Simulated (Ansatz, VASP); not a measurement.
**Two plane-wave programs on CaO**

```xyz
4
Lattice="0.0000 2.9660 2.9660 2.9660 0.0000 2.9660 2.9660 2.9660 0.0000" Properties=species:S:1:pos:R:3 pbc="T T T"
Ca    2.9660    2.9660    2.9660
Ca    4.4490    4.4490    4.4490
O     0.0000    0.0000    0.0000
O     1.4830    1.4830    1.4830
```

Change from the starting cell: species swapped into the LiGa type (Fd-3m, No. 227).

Alike in both runs: functional PBE; k mesh 6 × 6 × 6; occupations gaussian, width 0.1 eV; no spin polarisation.

Ansatz relaxed the structure, and its values are those at the end. VASP's run is a single point on that final structure, the one shown.

|  | VASP | Ansatz |
| --- | --- | --- |
| version | VASP 6.6.1 | Ansatz 0.2.0 |
| potentials or method | VASP PAW PBE potentials, release 64 (Ca_sv, O), cutoff 520 eV | scalar-relativistic, plane waves, PAW |
| valence electrons in the cell | 32 | 32 |

VASP gave:

| Quantity | Value |
| --- | --- |
| gap on the k mesh at the Fermi level (eV) | 1.41 |
| least direct gap on the mesh (eV) | 2.11 |
| pressure (GPa) | 0.5 |

Which values does Ansatz return?

gap on the k mesh at the Fermi level (eV): 1.42; least direct gap on the mesh (eV): 2.11; pressure (GPa): 0.0.
